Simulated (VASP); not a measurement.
**SnTe: electric field gradients with PBEsol**

Crystal: SnTe.

```
Sn Te
1.0
     0.00000    3.17740    3.17740
     3.17740    0.00000    3.17740
     3.17740    3.17740    0.00000
Sn Te
1 1
Direct
  0.00000 0.00000 0.00000
  0.50000 0.50000 0.50000
```

| Property | Result |
| --- | --- |
| Program | VASP 6.6.1 |
| Task | electric field gradients |
| Functional | PBEsol |
| Potentials or basis | VASP PAW PBE potentials, release 64 (Sn_d, Te) |
| Cutoff | 520 eV |
| k mesh | 11 × 11 × 11 |
| Occupations | fermi-dirac, width 0.08 eV |
| Spin | no spin polarisation |
| Dipole correction | no |
| Further INCAR settings | ALGO = Normal; EDIFF = 1e-08; NBANDS = 17 |

```
Pressure                                : -1.4 GPa
Largest electric field gradient by atom : under 0.05 V/Å² on every atom
```

Levels at points of the mesh, in eV from the Fermi level:
```
           k point  band 6  band 7  band 8  band 9  band 10  band 11  band 12  band 13  band 14  band 15
(0.00, 0.00, 0.00)  -12.62   -4.79   -2.04   -2.04    -2.04     3.30     3.30     3.30     4.78     4.78
```

Wall time 2.3 min on 1 thread of Intel Xeon 8259CL, on a shared host, peak memory 0.24 GiB.

Caveat: this odd mesh misses L, so gap, dielectric constants and Born charges aren't listed; the PAW data sets were made with another functional, which shifts forces and pressure a little; spin-orbit coupling is left out, which moves the levels of the heavy elements.
